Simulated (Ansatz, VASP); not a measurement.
# Two plane-wave programs on WS2

```
W S
1.0
     3.14578    0.00000    0.00000
    -1.57289    2.72432    0.00000
     0.00000    0.00000   16.52959
W S
1 2
Cartesian
  0.0000 1.8162 0.0000
  1.5729 0.9081 15.0019
  1.5729 0.9081 1.5277
```

Change from the starting cell: strain +0.000 along x and y, -0.025 along z, atoms carried along.

Alike in both runs: task single point; functional PBEsol; k mesh 12 × 12 × 2; occupations gaussian, width 0.05 eV; no spin polarisation.

```csv
,VASP,Ansatz
version,VASP 6.6.1,Ansatz 0.2.0
potentials or method,"VASP PAW PBE potentials, release 64 (W_sv, S), cutoff 520 eV","scalar-relativistic, plane waves, PAW"
valence electrons in the cell,26,26
```

```csv
,VASP,Ansatz,Ansatz less VASP
gap on the k mesh at the Fermi level (eV),1.77,1.76,-0.015
least direct gap on the mesh (eV),1.83,1.83,-0.005
rms of the force components (eV/Å),0.407,0.396,-0.0110
```

VASP's potentials were made for PBE, not for PBEsol. Atom by atom the forces differ by 0.011 eV/Å (rms over components).

Neither program's run includes spin-orbit coupling.
